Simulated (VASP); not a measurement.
Wanted: the native input for a VASP 6.6.1 run.

```
Task                   : single point
Functional             : PBE
Potentials or basis    : VASP PAW PBE potentials, release 64 (Sn_d, O)
Cutoff                 : 520 eV
k mesh                 : 11 × 11 × 11
Occupations            : fermi-dirac, width 0.05 eV
Spin                   : no spin polarisation
Dipole correction      : no
Further INCAR settings : ALGO = Normal; EDIFF = 1e-06; NBANDS = 20
```

The structure of SnO2 (fluorite type) lies in POSCAR:

```
SnO2
1.0
    0.0000000000      2.5717083117      2.5717083117
    2.5717083117      0.0000000000      2.5717083117
    2.5717083117      2.5717083117      0.0000000000
Sn O
1 2
Direct
    0.0000000000      0.0000000000      0.0000000000
    0.2500000000      0.2500000000      0.2500000000
    0.7500000000      0.7500000000      0.7500000000
```

The input as run:

INCAR

```
SYSTEM = SnO2
PREC = Accurate ; ENCUT = 520
EDIFF = 1E-6 ; ISMEAR = -1
SIGMA = 0.05 ; LREAL = .False.
LASPH = .True. ; NELM = 100
ALGO = Normal ; ISIF = 2
LWAVE = .False. ; LCHARG = .False.
GGA = PE ; NBANDS = 20
```

KPOINTS

```
Automatic mesh
0
Gamma
  11 11 11
  0 0 0
```

Potentials or basis: VASP PAW PBE potentials, release 64 (Sn_d, O).

Launch:

```bash
$ cat potpaw_PBE.64/Sn_d/POTCAR potpaw_PBE.64/O/POTCAR > POTCAR
$ mpirun -np 1 vasp_std > vasp.out
```

It gave:

| Quantity | Value |
| --- | --- |
| Pressure | 0.6 GPa |
| Band gap on the k mesh | zero (band 13 reaches 7.33 eV, above the bottom of band 14 at 7.23 eV) |

Caveat: spin-orbit coupling is left out, which moves the levels of the heavy elements.

Run time: 29 s on 1 thread of Intel Xeon 6975P-C (shared host), peak memory 0.18 GiB.
